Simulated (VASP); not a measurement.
# LiF (P6_3mc) in VASP: notebook

Runs on LiF. Level: LDA. Tasks: single point.

Program: VASP 6.6.1. These are calculated values, not measurements. Logs are shortened: lines on timing, memory, paths and dates and some standing lists are left out, and cuts for length are marked.

### 1 The cell of the first run

Symmetry: P6_3mc, No. 186, hexagonal system. The conventional cell has a = 3.115 Å, b = 3.115 Å, c = 4.407 Å, α = 90.00°, β = 90.00°, γ = 120.00°. Within 2.2 Å of Li (site symmetry 3m) lie 4 F at 1.65 to 1.88 Å. Within 2.2 Å of F (site symmetry 3m) lie 4 Li at 1.65 to 1.88 Å.

### 2 Single point, LDA

The input, INCAR:

```
SYSTEM = LiF
ALGO     = Normal         ! electronic algorithm
EDIFF    = 1E-6           ! SCF threshold, eV
ENCUT    = 520            ! plane-wave cutoff, eV
ISIF     = 2              ! what is computed and relaxed
ISMEAR   = 0              ! smearing method
LASPH    = .True.         ! aspherical terms in the spheres
LCHARG   = .True.         ! write CHGCAR
LELF     = .True.         ! ELF
LREAL    = .False.        ! projectors in reciprocal space
LVHAR    = .True.       
LWAVE    = .False.        ! write WAVECAR
NBANDS   = 18             ! bands
NELM     = 100            ! most SCF steps
PREC     = Accurate       ! precision mode
SIGMA    = 0.05           ! smearing width, eV
```

The input, KPOINTS:

```
k-points
0
Gamma
  9 9 6
  0 0 0
```

The input, POSCAR:

```
LiF
1.0
    3.1154738578      0.0000000000      0.0000000000
   -1.5577369289      2.6980795057      0.0000000000
    0.0000000000      0.0000000000      4.4071493192
Li F
2 2
Direct
    0.3333333333      0.6666666667      0.3652620286
    0.6666666667      0.3333333333      0.8652620286
    0.3333333333      0.6666666667      0.9910195924
    0.6666666667      0.3333333333      0.4910195924
```

Potentials or basis: VASP PAW LDA potentials, release 64 (Li_sv, F).

Started as:

```bash
$ cat potpaw_LDA.64/Li_sv/POTCAR potpaw_LDA.64/F/POTCAR > POTCAR
$ mpirun -np 1 vasp_std > vasp.out
```

OUTCAR:

```text
SYSTEM = LiF
   EDIFF = 1E-6
   ENCUT = 520
   ISIF = 2
   ISMEAR = 0
   LASPH = .True.
   LREAL = .False.
   NELM = 100
   PREC = Accurate

 ion  position               nearest neighbor table
   1  0.333  0.667  0.365-   3 1.65   4 1.88   4 1.88   4 1.88
   2  0.667  0.333  0.865-   4 1.65   3 1.88   3 1.88   3 1.88
   3  0.333  0.667  0.991-   1 1.65   2 1.88   2 1.88   2 1.88
   4  0.667  0.333  0.491-   2 1.65   1 1.88   1 1.88   1 1.88

  LATTYP: Found a hexagonal cell.
 ALAT       =     3.1154738578
 C/A-ratio  =     1.4146000000

  Lattice vectors:

 A1 = (   3.1154738578,   0.0000000000,   0.0000000000)
 A2 = (  -1.5577369289,   2.6980795057,   0.0000000000)
 A3 = (   0.0000000000,   0.0000000000,   4.4071493192)

Analysis of symmetry for initial positions (statically):
=====================================================================
 Subroutine PRICEL returns:
 Original cell was already a primitive cell.

 Routine SETGRP: Setting up the symmetry group for a
 hexagonal supercell.

 Subroutine GETGRP returns: Found 12 space group operations
 (whereof  6 operations were pure point group operations)
 out of a pool of 24 trial point group operations.

The static configuration has the point symmetry C_3v.
 The point group associated with its full space group is C_6v.

Analysis of symmetry for dynamics (positions and initial velocities):
=====================================================================
 Subroutine PRICEL returns:
 Original cell was already a primitive cell.

 Routine SETGRP: Setting up the symmetry group for a
 hexagonal supercell.

 Subroutine GETGRP returns: Found 12 space group operations
 (whereof  6 operations were pure point group operations)
 out of a pool of 24 trial point group operations.

The dynamic configuration has the point symmetry C_3v.
 The point group associated with its full space group is C_6v.

 Subroutine INISYM returns: Found 12 space group operations
 (whereof  6 operations are pure point group operations),
 and found     1 'primitive' translations

----------------------------------------------------------------------------------------

                                     Primitive cell

  volume of cell :      37.0456

  direct lattice vectors                    reciprocal lattice vectors
     3.115473858  0.000000000  0.000000000     0.320978460  0.185317000  0.000000000
    -1.557736929  2.698079506  0.000000000     0.000000000  0.370634000  0.000000000
     0.000000000  0.000000000  4.407149319     0.000000000  0.000000000  0.226904043

  length of vectors
     3.115473858  3.115473858  4.407149319     0.370634000  0.370634000  0.226904043

  position of ions in fractional coordinates (direct lattice)
     0.333333333  0.666666667  0.365262029
     0.666666667  0.333333333  0.865262029
     0.333333333  0.666666667  0.991019592
     0.666666667  0.333333333  0.491019592

  ion indices of the primitive-cell ions
   primitive index   ion index
                 1           1
                 2           2
                 3           3
                 4           4

----------------------------------------------------------------------------------------

 KPOINTS: k-points

Automatic generation of k-mesh.
 Grid dimensions read from file:
 generate k-points for:    9    9    6

 Generating k-lattice:

  Cartesian coordinates                     Fractional coordinates (reciprocal lattice)
     0.035664273  0.020590778  0.000000000     0.111111111  0.000000000  0.000000000
     0.000000000  0.041181556  0.000000000     0.000000000  0.111111111  0.000000000
     0.000000000  0.000000000  0.037817341     0.000000000  0.000000000  0.166666667

  Length of vectors
     0.041181556  0.041181556  0.037817341

  Shift w.r.t. Gamma in fractional coordinates (k-lattice)
     0.000000000  0.000000000  0.000000000

 Subroutine IBZKPT returns following result:
 ===========================================

 Found     48 irreducible k-points:

 Following reciprocal coordinates:
            Coordinates               Weight
  0.000000  0.000000  0.000000      1.000000
  0.111111  0.000000  0.000000      6.000000
  0.222222  0.000000  0.000000      6.000000
  0.333333  0.000000  0.000000      6.000000
  0.444444  0.000000  0.000000      6.000000
  0.111111  0.111111  0.000000      6.000000
[... 16 lines left out ...]
  0.333333  0.222222  0.166667     24.000000
  0.333333  0.333333  0.166667      4.000000
 [... further k-points ...]
   k-points           NKPTS =     48   k-points in BZ     NKDIM =     48   number of bands    NBANDS=     18
   number of dos      NEDOS =    301   number of ions     NIONS =      4
   total plane-waves  NPLWV =  20736
   dimension x,y,z NGX =    24 NGY =   24 NGZ =   36
   dimension x,y,z NGXF=    48 NGYF=   48 NGZF=   72
   ions per type =               2   2
   NGX,Y,Z   is equivalent  to a cutoff of  12.81, 12.81, 13.58 a.u.
   NGXF,Y,Z  is equivalent  to a cutoff of  25.61, 25.61, 27.16 a.u.
 SYSTEM =  LiF
   PREC   = accura    normal or accurate (medium, high low for compatibility)
   ISTART =      0    job   : 0-new  1-cont  2-samecut
   ICHARG =      2    charge: 1-file 2-atom 10-const
   ISPIN  =      1    spin polarized calculation?
   LNONCOLLINEAR =      F non collinear calculations
   LSORBIT =      F    spin-orbit coupling
   LASPH  =      T    aspherical Exc in radial PAW
   ENCUT  =  520.0 eV  38.22 Ry    6.18 a.u.   5.79  5.79  8.19*2*pi/ulx,y,z
   NELM   =    100;   NELMIN=  2; NELMDL= -5     # of ELM steps
   EDIFF  = 0.1E-05   stopping-criterion for ELM
   LREAL  =      F    real-space projection
   EDIFFG = 0.1E-04   stopping-criterion for IOM
   NSW    =      0    number of steps for IOM
   IBRION =     -1    ionic relax: 0-MD 1-quasi-New 2-CG
   NFREE  =      0    steps in history (QN), initial steepest desc. (CG)
   ISIF   =      2    stress and relaxation
   ISYM   =      2    0-nonsym 1-usesym 2-fastsym
   POTIM  = 0.5000    time-step for ionic-motion
   TEBEG  =    0.0;   TEEND  =   0.0 temperature during run
   PSTRESS=    0.0 pullay stress
   NELECT =      20.0000    total number of electrons
   NUPDOWN=      -1.0000    fix difference up-down
   EMIN   =  10.00;   EMAX   =-10.00  energy-range for DOS
   EFERMI =   0.00;   METHOD = LEGACY
   ISMEAR =     0;   SIGMA  =   0.05  broadening in eV -4-tet -1-fermi 0-gaus
   EFERMI_NEDOS =   21; number of points for ismear=-14 and -15
   IALGO  =     38    algorithm
   IMIX   =      4    mixing-type and parameters
     AMIX     =   0.40;   BMIX     =  1.00
     AMIX_MAG =   1.60;   BMIX_MAG =  1.00
  volume/ion in A,a.u.               =       9.26        62.50
  Fermi-wavevector in a.u.,A,eV,Ry     =   1.333028  2.519058 24.177060  1.776964
  Thomas-Fermi vector in A             =   2.461918
   LORBIT       =      0    0 simple, 1 ext, 2 COOP (PROOUT), +10 PAW based schemes
   GGA     = CA    functional components
   LHFCALC =     F    Hartree Fock is set to
   AEXX    =    0.0000 exact exchange contribution
   IVDW    =     0    specifies the selected vdW correction
   LEPSILON=     F    determine dielectric tensor
   LRPA    =     F    only Hartree local field effects (RPA)
 non-spin polarized calculation
 Gauss-broadening in eV      SIGMA  =   0.05
  energy-cutoff  :      520.00
  volume of cell :       37.05
 maximum number of plane-waves:      1012
 NGX is ok and might be reduce to    24

 number of electron      19.9999976 magnetization

 Free energy of the ion-electron system (eV)
  ---------------------------------------------------
  ext. energy  EPLUGINS =         0.00000000
  ---------------------------------------------------
  free energy    TOTEN  =       -20.61834129 eV

  energy without entropy =      -20.61834129  energy(sigma->0) =      -20.61834129

 E-fermi :  -2.1850     XC(G=0):  -9.8486

 val. band max:       -2.4431401910   @ k =   0.0000   0.0000   0.0000
 cond. band min:       5.3601454187   @ k =   0.0000   0.0000   0.0000
 fundamental gap:      7.8032856097
 Fermi energy:        -2.1850199488

 k-point     1 :       0.0000    0.0000    0.0000
  band No.  band energies     occupation
      1     -41.5757      2.00000
      2     -41.4822      2.00000
      3     -21.5753      2.00000
      4     -21.2740      2.00000
      5      -4.8255      2.00000
      6      -3.1502      2.00000
[... 10 lines left out ...]
     17      16.8262      0.00000
     18      20.3472      0.00000

 k-point     2 :       0.1111    0.0000    0.0000
  band No.  band energies     occupation
      1     -41.5705      2.00000
      2     -41.4819      2.00000
      3     -21.5585      2.00000
      4     -21.2721      2.00000
      5      -4.7752      2.00000
      6      -3.2645      2.00000
[... 10 lines left out ...]
     17      17.1105      0.00000
     18      19.0809      0.00000

 k-point     3 :       0.2222    0.0000    0.0000
  band No.  band energies     occupation
      1     -41.5564      2.00000
      2     -41.4820      2.00000
      3     -21.5114      2.00000
      4     -21.2705      2.00000
      5      -4.6564      2.00000
      6      -3.6022      2.00000
[... 10 lines left out ...]
     17      17.0359      0.00000
     18      18.0103      0.00000

 k-point     4 :       0.3333    0.0000    0.0000
  band No.  band energies     occupation
      1     -41.5382      2.00000
      2     -41.4844      2.00000
      3     -21.4487      2.00000
      4     -21.2771      2.00000
      5      -4.6326      2.00000
      6      -3.8691      2.00000
[... 10 lines left out ...]
     17      16.7144      0.00000
     18      18.7558      0.00000

 k-point     5 :       0.4444    0.0000    0.0000
  band No.  band energies     occupation
      1     -41.5232      2.00000
      2     -41.4889      2.00000
      3     -21.3944      2.00000
      4     -21.2934      2.00000
      5      -4.7805      2.00000
      6      -3.7960      2.00000
[... 10 lines left out ...]
     17      16.3916      0.00000
     18      19.3175      0.00000

 k-point     6 :       0.1111    0.1111    0.0000
  band No.  band energies     occupation
      1     -41.5608      2.00000
      2     -41.4818      2.00000
      3     -21.5262      2.00000
      4     -21.2704      2.00000
      5      -4.6843      2.00000
      6      -3.5388      2.00000
[... 307 lines left out ...]
 k-point    21 :       0.4444    0.1111    0.1667
  band No.  band energies     occupation
      1     -41.5162      2.00000
      2     -41.4929      2.00000
      3     -21.3748      2.00000
      4     -21.3079      2.00000
      5      -4.7487      2.00000
      6      -3.8878      2.00000
[... 10 lines left out ...]
     17      16.9378      0.00000
     18      19.4273      0.00000

 k-point    22 :       0.2222    0.2222    0.1667
  band No.  band energies     occupation
      1     -41.5258      2.00000
      2     -41.4896      2.00000
      3     -21.4107      2.00000
      4     -21.2948      2.00000
      5      -4.4224      2.00000
      6      -4.3406      2.00000
[... 10 lines left out ...]
     17      17.9526      0.00000
     18      18.7584      0.00000

 k-point    23 :       0.3333    0.2222    0.1667
  band No.  band energies     occupation
      1     -41.5128      2.00000
      2     -41.4945      2.00000
      3     -21.3656      2.00000
      4     -21.3096      2.00000
      5      -4.6949      2.00000
      6      -4.1212      2.00000
[... 10 lines left out ...]
     17      17.4566      0.00000
     18      19.0509      0.00000

 k-point    24 :       0.3333    0.3333    0.1667
  band No.  band energies     occupation
      1     -41.5023      2.00000
      2     -41.5023      2.00000
      3     -21.3321      2.00000
      4     -21.3321      2.00000
      5      -4.7536      2.00000
      6      -3.9493      2.00000
[... 10 lines left out ...]
     17      16.7315      0.00000
     18      19.1045      0.00000

 [... further k-points ...]

------------------------ aborting loop because EDIFF is reached ----------------------------------------

  FORCE on cell =-STRESS in cart. coord.  units (eV):
  Direction    XX          YY          ZZ          XY          YZ          ZX
  --------------------------------------------------------------------------------------
  -------------------------------------------------------------------------------------
  Total       -0.9261918     -0.9261918      3.4339163      0.0000000      0.0000000      0.0000000
  in kB      -40.0566739    -40.0566739    148.5127237      0.0000000      0.0000000      0.0000000
  external PRESSURE =      22.7997920 kB  Pullay stress =       0.0000000 kB

 VOLUME and BASIS-vectors are now :
 -----------------------------------------------------------------------------
  energy-cutoff  :      520.00
  volume of cell :       37.05
      direct lattice vectors                 reciprocal lattice vectors
     3.115473858  0.000000000  0.000000000     0.320978460  0.185317000  0.000000000
    -1.557736929  2.698079506  0.000000000     0.000000000  0.370634000  0.000000000
     0.000000000  0.000000000  4.407149319     0.000000000  0.000000000  0.226904043

 POSITION                                       TOTAL-FORCE (eV/Angst)
 -----------------------------------------------------------------------------------
     -0.00000      1.79872      1.60976         0.000000      0.000000      1.160416
      1.55774      0.89936      3.81334        -0.000000     -0.000000      1.160416
     -0.00000      1.79872      4.36757        -0.000000     -0.000000     -1.160416
      1.55774      0.89936      2.16400         0.000000      0.000000     -1.160416
 -----------------------------------------------------------------------------------
    total drift:                                0.000000     -0.000000     -0.000716

  FREE ENERGIE OF THE ION-ELECTRON SYSTEM (eV)
  ---------------------------------------------------
  free  energy   TOTEN  =       -20.6183412856 eV

  energy  without entropy=      -20.6183412856  energy(sigma->0) =      -20.61834129
```

Wall time 29 s (1 thread of Intel Xeon 8259CL, shared host); peak memory 0.15 GiB.

Results:

```
Free energy            : -20.6183 eV
Largest force          : 1.160 eV/Å
Band gap on the k mesh : 7.80 eV
```

Forces on the atoms (eV/Å):
```
Li   0.000  0.000  1.160
Li   0.000  0.000  1.160
F    0.000  0.000 -1.160
F    0.000  0.000 -1.160
```

Caveat: the cutoff is under 1.25 times the usual one of these potentials, so pressure, stress and relaxed cells hold a basis-set (Pulay) error; forces of over 1 eV/Å act on the atoms, so gaps and moduli don't describe the material at rest. A k mesh can miss the band edges.

### 3 Single point, LDA

This run uses another cell than the first one, of the same volume but with other edges.

The input, INCAR:

```
SYSTEM = LiF
PREC = Accurate ; ENCUT = 520
EDIFF = 1E-6 ; ISMEAR = 0
SIGMA = 0.05 ; LREAL = .FALSE.
LASPH = .TRUE. ; NELM = 60
ALGO = Normal ; ISIF = 2
LWAVE = .FALSE. ; LCHARG = .FALSE.
NBANDS = 18
```

The input, KPOINTS:

```
Automatic mesh
0
G
  9 9 6
  0 0 0
```

The input, POSCAR:

```
LiF
1.0
    3.0464146835      0.0000000000      0.0000000000
   -1.5232073417      2.6382725064      0.0000000000
    0.0000000000      0.0000000000      4.6092254161
Li F
2 2
Direct
    0.3333333333      0.6666666667      0.4026947866
    0.6666666667      0.3333333333      0.9026947866
    0.3333333333      0.6666666667      0.9910195924
    0.6666666667      0.3333333333      0.4910195924
```

Potentials or basis: VASP PAW LDA potentials, release 64 (Li_sv, F).

Started as:

```bash
$ cat potpaw_LDA.64/Li_sv/POTCAR potpaw_LDA.64/F/POTCAR > POTCAR
$ mpirun -np 1 vasp_std > vasp.out
```

Wall time 31 s (1 thread of Intel Xeon 8259CL, shared host); peak memory 0.15 GiB.

The run converged. Its results:

- Free energy: -20.7983 eV
- Largest force: 0.165 eV/Å
- Band gap on the k mesh: 7.71 eV

Forces on the atoms (eV/Å):
```
Li   0.000  0.000 -0.165
Li   0.000  0.000 -0.165
F    0.000  0.000  0.165
F    0.000  0.000  0.165
```

Levels at points of the mesh, in eV from the valence-band top:
```csv
k point,band 7,band 8,band 9,band 10,band 11,band 12,band 13,band 14
"(0.00, 0.00, 0.00)",-0.80,-0.39,-0.39,0.00,7.71,12.26,15.66,18.11
"(0.00, 0.00, 0.50)",-0.60,-0.60,-0.60,-0.60,9.56,9.56,17.80,17.80
```

Caveat: the cutoff is under 1.25 times the usual one of these potentials, so pressure, stress and relaxed cells hold a basis-set (Pulay) error.

### 4 Single point, LDA

The input, INCAR:

```
SYSTEM = LiF
ALGO = Normal ; EDIFF = 1E-6
ENCUT = 520 ; ISIF = 2
ISMEAR = 0 ; LASPH = .True.
LCHARG = .True. ; LELF = .True.
LREAL = .False. ; LVHAR = .True.
LWAVE = .False. ; NBANDS = 18
NELM = 60 ; PREC = Accurate
SIGMA = 0.05
```

The input, KPOINTS:

```
k-points
0
Gamma
  9 9 6
  0 0 0
```

The input, POSCAR:

```
LiF
1.0
    3.1154738578      0.0000000000      0.0000000000
   -1.5577369289      2.6980795057      0.0000000000
    0.0000000000      0.0000000000      4.4071493192
Li F
2 2
Direct
    0.3333333333      0.6666666667      0.4026947866
    0.6666666667      0.3333333333      0.9026947866
    0.3333333333      0.6666666667      0.9910195924
    0.6666666667      0.3333333333      0.4910195924
```

Started as:

```bash
$ cat potpaw_LDA.64/Li_sv/POTCAR potpaw_LDA.64/F/POTCAR > POTCAR
$ mpirun -np 1 vasp_std > vasp.out
```

It took 28 s on 1 thread of Intel Xeon 8259CL, shared host; peak memory 0.15 GiB.

Results (log left out):

| Item | Value |
| --- | --- |
| Free energy | -20.8007 eV |
| Largest force | 0.127 eV/Å |
| Band gap on the k mesh | 7.65 eV |

Forces on the atoms (eV/Å):
```
Li   0.000  0.000  0.127
Li   0.000  0.000  0.127
F    0.000  0.000 -0.127
F    0.000  0.000 -0.127
```

Levels at points of the mesh, in eV from the valence-band top:
| k point | band 8 | band 9 | band 10 | band 11 | band 12 | band 13 |
| --- | --- | --- | --- | --- | --- | --- |
| (0.00, 0.00, 0.00) | -0.42 | -0.42 | 0.00 | 7.65 | 12.68 | 15.93 |
| (0.00, 0.00, 0.50) | -0.68 | -0.68 | -0.68 | 9.61 | 9.61 | 17.79 |

Caveat: the cutoff is under 1.25 times the usual one of these potentials, so pressure, stress and relaxed cells hold a basis-set (Pulay) error.

(Part 1 of 2 ends here.)
